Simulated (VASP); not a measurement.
# SnO2 (C222_1) in VASP: notebook, part 2 of 3

VASP 6.6.1.

## (4) Single point, PBE+D3(BJ)

This run uses another cell than the first one, of 15.38 Å³/atom, 1.052 times its volume.

The input, INCAR:

```
ALGO = Normal ; EDIFF = 1E-6
ENCUT = 520 ; GGA = PE
ISIF = 2 ; ISMEAR = 0
IVDW = 12 ; LASPH = True
LCHARG = False ; LREAL = False
LWAVE = False ; NBANDS = 35
NELM = 100 ; PREC = Accurate
SIGMA = 0.05
```

The input, KPOINTS:

```
k-points
0
Gamma
  12 12 4
```

The input, POSCAR:

```
SnO2
1.0
    3.2111798104      0.0000000000      0.0000000000
   -1.6055899052      2.7809632919      0.0000000000
    0.0000000000      0.0000000000     10.3330629359
Sn O
2 4
Direct
   -0.1949598692      0.0000000000      0.5000000000
    0.1949598692      0.0000000000      0.0000000000
    0.4692314443      0.3333333333      0.4017901351
    0.8641018891      0.3333333333      0.0982098649
    0.1358981109      0.6666666667      0.5982098649
    0.5307685557      0.6666666667      0.9017901351
```

Potentials or basis: VASP PAW PBE potentials, release 64 (Sn_d, O).

Launch:

```
> cat potpaw_PBE.64/Sn_d/POTCAR potpaw_PBE.64/O/POTCAR > POTCAR
> mpirun -np 1 vasp_std > vasp.out
```

OUTCAR:

```text
EDIFF = 1E-6
   ENCUT = 520
   GGA = PE
   ISIF = 2
   ISMEAR = 0
   IVDW = 12
   LASPH = True
   LREAL = False
   NELM = 100
   PREC = Accurate
 IVDW          = 12

 ion  position               nearest neighbor table
   1  0.805  0.000  0.500-   5 2.11   3 2.11   3 2.11   5 2.11   3 2.12   5 2.12
   2  0.195  0.000  0.000-   4 2.11   6 2.11   6 2.11   4 2.11   6 2.12   4 2.12
   3  0.469  0.333  0.402-   1 2.11   1 2.11   1 2.12
   4  0.864  0.333  0.098-   2 2.11   2 2.11   2 2.12
   5  0.136  0.667  0.598-   1 2.11   1 2.11   1 2.12
   6  0.531  0.667  0.902-   2 2.11   2 2.11   2 2.12

  LATTYP: Found a hexagonal cell.
 ALAT       =     3.2111798104
 C/A-ratio  =     3.2178400295

  Lattice vectors:

 A1 = (   3.2111798104,   0.0000000000,   0.0000000000)
 A2 = (  -1.6055899052,   2.7809632919,   0.0000000000)
 A3 = (   0.0000000000,   0.0000000000,  10.3330629359)

Analysis of symmetry for initial positions (statically):
=====================================================================
 Subroutine PRICEL returns:
[... 184 lines left out ...]
 cond. band min:       4.7699233953   @ k =   0.0000   0.0000   0.0000
 fundamental gap:      2.1745804329
 Fermi energy:         2.8836047434

 k-point     1 :       0.0000    0.0000    0.0000
  band No.  band energies     occupation
      1     -17.3994      2.00000
      2     -17.3988      2.00000
      3     -17.1711      2.00000
      4     -17.1710      2.00000
      5     -17.1708      2.00000
      6     -17.1708      2.00000
[... 901 lines left out ...]
     34      14.5108      0.00000
     35      14.6208      0.00000

 [... further k-points ...]

------------------------ aborting loop because EDIFF is reached ----------------------------------------

 Edisp (eV)   -0.98803

 E8    (eV) :    -0.3868

  FORCE on cell =-STRESS in cart. coord.  units (eV):
  Direction    XX          YY          ZZ          XY          YZ          ZX
  --------------------------------------------------------------------------------------
  -------------------------------------------------------------------------------------
  Total       0.66256     0.46685    -0.55937     0.00000     0.00000     0.00000
  in kB      11.50401     8.10578    -9.71222     0.00000     0.00000     0.00000
  external pressure =        3.30 kB  Pullay stress =        0.00 kB

 VOLUME and BASIS-vectors are now :
 -----------------------------------------------------------------------------
  energy-cutoff  :      520.00
  volume of cell :       92.28
      direct lattice vectors                 reciprocal lattice vectors
     3.211179810  0.000000000  0.000000000     0.311412023  0.179793815  0.000000000
    -1.605589905  2.780963292  0.000000000     0.000000000  0.359587630  0.000000000
     0.000000000  0.000000000 10.333062936     0.000000000  0.000000000  0.096776726

 POSITION                                       TOTAL-FORCE (eV/Angst)
 -----------------------------------------------------------------------------------
      2.58513      0.00000      5.16653        -0.117894      0.000000      0.000000
      0.62605      0.00000      0.00000         0.117894      0.000000      0.000000
      0.97159      0.92699      4.15172         0.039723     -0.007090     -0.096778
      2.23959      0.92699      1.01481        -0.039723     -0.007090      0.096778
     -0.63400      1.85398      6.18134         0.039723      0.007090      0.096778
      0.63400      1.85398      9.31825        -0.039723      0.007090     -0.096778
 -----------------------------------------------------------------------------------
    total drift:                                0.000000      0.000000      0.000000

  FREE ENERGIE OF THE ION-ELECTRON SYSTEM (eV)
  ---------------------------------------------------
  free  energy   TOTEN  =       -37.3481100959 eV

  energy  without entropy=      -37.3481100959  energy(sigma->0) =      -37.34811010
```

Wall time 4.2 min (1 thread of Oxide Virtual Turin-like, shared host); peak memory 0.41 GiB.

Results:

```yaml
Free_energy: -37.3481 eV
Pressure: 0.3 GPa
Largest_force: 0.118 eV/Å
Band_gap_on_the_k_mesh: 2.17 eV, indirect (least direct gap 2.49 eV)
Dispersion_energy_per_atom: -0.165 eV
```

Forces on the atoms (eV/Å):
```
Sn  -0.118  0.000  0.000
Sn   0.118  0.000  0.000
O    0.040 -0.007 -0.097
O   -0.040 -0.007  0.097
O    0.040  0.007  0.097
O   -0.040  0.007 -0.097
```

Stress tensor (GPa, compression positive):
```
 1.15  0.00  0.00
 0.00  0.81  0.00
 0.00  0.00 -0.97
```

Levels at points of the mesh, in eV from the valence-band top:
```tsv
k point	band 24	band 25	band 26	band 27	band 28	band 29
(0.00, 0.00, 0.00)	-0.82	-0.81	-0.31	2.17	3.06	5.61
(0.50, 0.00, 0.00)	-0.49	-0.33	-0.16	5.32	5.37	7.23
(0.00, 0.50, 0.00)	-0.47	-0.47	-0.04	5.29	5.41	7.07
(0.00, 0.00, 0.50)	-0.83	-0.71	-0.71	2.63	2.63	5.75
(0.50, 0.00, 0.50)	-0.50	-0.25	-0.25	5.35	5.35	7.33
(0.00, 0.50, 0.50)	-0.50	-0.23	-0.23	5.35	5.35	7.38
```

Caveat: spin-orbit coupling is left out, which moves the levels of the heavy elements. A k mesh can miss the band edges.

[end of part 2 of 3]
